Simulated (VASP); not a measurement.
A run of VASP 6.6.1:

The input POSCAR:

```
CoPdO2
1.0
    1.4138177191      0.8162680390      5.9175549804
   -1.4138177191      0.8162680390      5.9175549804
    0.0000000000     -1.6325360830      5.9175549797
Co Pd O
1 1 2
Direct
    0.5000000000      0.5000000000      0.5000000000
    0.0000000000      0.0000000000      0.0000000000
    0.8873243821      0.8873243821      0.8873243821
    0.1126756179      0.1126756179      0.1126756179
```

INCAR.step1

```
ALGO = Normal
EDIFF = 1E-4
ENCUT = 520
GGA = PE
ISMEAR = 0
ISPIN = 2
LASPH = T
LCHARG = F
LMAXMIX = 4
LREAL = F
LWAVE = T
MAGMOM = 3.2 0 0 0
NBANDS = 28
NELM = 150
PREC = Accurate
SIGMA = 0.1
```

Contents of INCAR.step2:

```
ALGO = Normal
EDIFF = 1E-6
ENCUT = 520
ISIF = 2
ISMEAR = 0
ISPIN = 2
ISTART = 1
LASPH = T
LCHARG = T
LELF = T
LMAXMIX = 4
LMIXTAU = T
LORBIT = 11
LREAL = F
LVHAR = T
LWAVE = F
MAGMOM = 3.2 0 0 0
METAGGA = R2SCAN
NBANDS = 28
NELM = 150
PREC = Accurate
SIGMA = 0.1
```

File KPOINTS:

```
k-points
0
Gamma
  10 10 10
```

Potentials or basis: VASP PAW PBE potentials, release 64 (Co, Pd, O).

The run is started by

```bash
$ cat potpaw_PBE.64/Co/POTCAR potpaw_PBE.64/Pd/POTCAR potpaw_PBE.64/O/POTCAR > POTCAR
$ cp INCAR.step1 INCAR
$ mpirun -np 1 vasp_std > vasp.out
$ cp INCAR.step2 INCAR
$ mpirun -np 1 vasp_std > vasp.out
```

Hardware: 1 thread of Intel(R) Xeon(R) 6975P-C (Granite Rapids), with other jobs on the host.

Estimate the wall time of this run.

Wall time 30 min on 1 thread of Intel(R) Xeon(R) 6975P-C (Granite Rapids), on a shared host, peak memory 0.6 GiB. Counts: k points 116.
